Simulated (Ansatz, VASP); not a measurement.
**SrTiO3: VASP beside Ansatz**

The input INCAR:

```
PREC = Accurate
ENCUT = 520
EDIFF = 1E-6
ISMEAR = 0
SIGMA = 0.05
LREAL = F
LASPH = T
NELM = 100
ALGO = Normal
ISIF = 2
LWAVE = F
LCHARG = F
GGA = PS
NBANDS = 28
```

The input KPOINTS:

```
Automatic mesh
0
Gamma
  8 8 8
```

File POSCAR:

```
SrTiO3
1.0
    3.8911201354      0.0000000000      0.0000000000
    0.0000000000      3.8911201354      0.0000000000
    0.0000000000      0.0000000000      3.7743865313
Sr Ti O
1 1 3
Direct
    0.0000000000      0.0000000000      0.0000000000
    0.5000000000      0.5000000000      0.5000000000
    0.0000000000      0.5000000000      0.5000000000
    0.5000000000      0.0000000000      0.5000000000
    0.5000000000      0.5000000000      0.0000000000
```

Input for Ansatz:

```yaml
crystal:
  lattice:
    - [3.8911201354, 0.0, 0.0]
    - [0.0, 3.8911201354, 0.0]
    - [0.0, 0.0, 3.7743865313]
  atoms:
    - { symbol: Sr, position: [0.0, 0.0, 0.0] }
    - { symbol: Ti, position: [0.5, 0.5, 0.5] }
    - { symbol: O, position: [0.0, 0.5, 0.5] }
    - { symbol: O, position: [0.5, 0.0, 0.5] }
    - { symbol: O, position: [0.5, 0.5, 0.0] }
basis:
  ecutwfc: 420
kpoints:
  mp_grid: { grid: [8, 8, 8] }
hamiltonian:
  xc: pbesol
scf:
  occupations: { method: gaussian, width: 0.05 }
output:
  forces: true
  stress: true
  eigenvalues: true
  write_density: true
  write_potential: true
  elf: true
  volumetric_format: npy
```

Change from the starting cell: strain +0.000 along x and y, -0.030 along z, atoms carried along.

Alike in both runs: task single point; functional PBEsol; k mesh 8 × 8 × 8; occupations gaussian, width 0.05 eV; no spin polarisation.

|  | VASP | Ansatz |
| --- | --- | --- |
| version | VASP 6.6.1 | Ansatz 0.2.0 |
| potentials or method | VASP PAW PBE potentials, release 64 (Sr_sv, Ti_sv, O), cutoff 520 eV | scalar-relativistic, plane waves, PAW |
| valence electrons in the cell | 40 | 40 |

Ansatz gave:

```
gap on the k mesh at the Fermi level (eV)                     : 1.85
least direct gap on the mesh (eV)                             : 2.16
pressure (GPa)                                                : 6.3
traceless stress, the component that is largest in VASP (GPa) : 5.99
```

**Question.** Estimate VASP's values.

**Answer.** gap on the k mesh at the Fermi level (eV): 1.81; least direct gap on the mesh (eV): 2.13; pressure (GPa): 7.1; traceless stress, the component that is largest in VASP (GPa): 6.06.

VASP's potentials were made for PBE, not for PBEsol.
